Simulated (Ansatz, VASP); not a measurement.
## Se: VASP beside Ansatz

The input INCAR:

```
SYSTEM = Se
PREC     = Accurate       ! precision mode
ENCUT    = 520            ! plane-wave cutoff, eV
EDIFF    = 1E-6           ! SCF threshold, eV
ISMEAR   = -1             ! smearing method
SIGMA    = 0.01           ! smearing width, eV
LREAL    = .False.        ! projectors in reciprocal space
LASPH    = .True.         ! aspherical terms in the spheres
NELM     = 80             ! most SCF steps
ALGO     = Normal         ! electronic algorithm
ISIF     = 2              ! what is computed and relaxed
LWAVE    = .False.        ! write WAVECAR
LCHARG   = .False.        ! write CHGCAR
GGA      = PS             ! functional
NBANDS   = 27             ! bands
```

File KPOINTS:

```
Automatic mesh
0
Gamma
  6 6 6
  0 0 0
```

POSCAR

```
Se
1.0
    5.6042201815      3.2355980303      1.4563771487
   -5.6042201815      3.2355980303      1.4563771487
    0.0000000000     -6.4711960608      1.4563771487
Se
6
Direct
    0.2806600000      0.1625100000      0.9181800000
    0.9181800000      0.2806600000      0.1625100000
    0.1625100000      0.9181800000      0.2806600000
    0.7193400000      0.8374900000      0.0818200000
    0.0818200000      0.7193400000      0.8374900000
    0.8374900000      0.0818200000      0.7193400000
```

Input for Ansatz:

```yaml
crystal:
  lattice:
    - [5.6042201815, 3.2355980303, 1.4563771487]
    - [-5.6042201815, 3.2355980303, 1.4563771487]
    - [0.0, -6.4711960608, 1.4563771487]
  atoms:
    - { symbol: Se, position: [0.28066, 0.16251, 0.91818] }
    - { symbol: Se, position: [0.91818, 0.28066, 0.16251] }
    - { symbol: Se, position: [0.16251, 0.91818, 0.28066] }
    - { symbol: Se, position: [0.71934, 0.83749, 0.08182] }
    - { symbol: Se, position: [0.08182, 0.71934, 0.83749] }
    - { symbol: Se, position: [0.83749, 0.08182, 0.71934] }
kpoints:
  mp_grid: { grid: [6, 6, 6] }
  band_path:
    path:
      - [0.0, 0.0, 0.0]
      - [0.5, 0.0, 0.0]
      - [0.5, -0.5, 0.5]
      - [0.200433267, -0.799566733, 0.200433267]
      - [0.200433267, 0.200433267, 0.200433267]
      - [0.0, 0.0, 0.0]
      - [0.5, -0.5, 0.0]
    npoints: 5
scf:
  occupations: { method: fermi_dirac, width: 0.01 }
hamiltonian:
  xc: pbesol
  pseudopotentials: { kind: all_electron, lapw: { basis_error: 0.001 } }
output:
  forces: true
  stress: true
  eigenvalues: true
```

Change from the starting cell: volume scaled by 0.96.

Alike in both runs: task single point; functional PBEsol; k mesh 6 × 6 × 6; occupations fermi-dirac, width 0.01 eV; no spin polarisation.

|  | VASP | Ansatz |
| --- | --- | --- |
| version | VASP 6.6.1 | Ansatz 0.2.0 |
| potentials or method | VASP PAW PBE potentials, release 64 (Se), cutoff 520 eV | all-electron LAPW, scalar-relativistic |

Ansatz gave:

| Quantity | Value |
| --- | --- |
| gap on the k mesh at the Fermi level (eV) | 1.21 |
| pressure (GPa) | 2.5 |
| traceless stress, the component that is largest in VASP (GPa) | -0.78 |
| rms of the force components (eV/Å) | 0.474 |

Problem. Which values does VASP return?

Solution. gap on the k mesh at the Fermi level (eV): 1.20; pressure (GPa): 2.8; traceless stress, the component that is largest in VASP (GPa): -0.88; rms of the force components (eV/Å): 0.513.

VASP's potentials were made for PBE, not for PBEsol. Atom by atom the forces differ by 0.039 eV/Å (rms over components). Ansatz ran all-electron here, and VASP with PAW potentials.
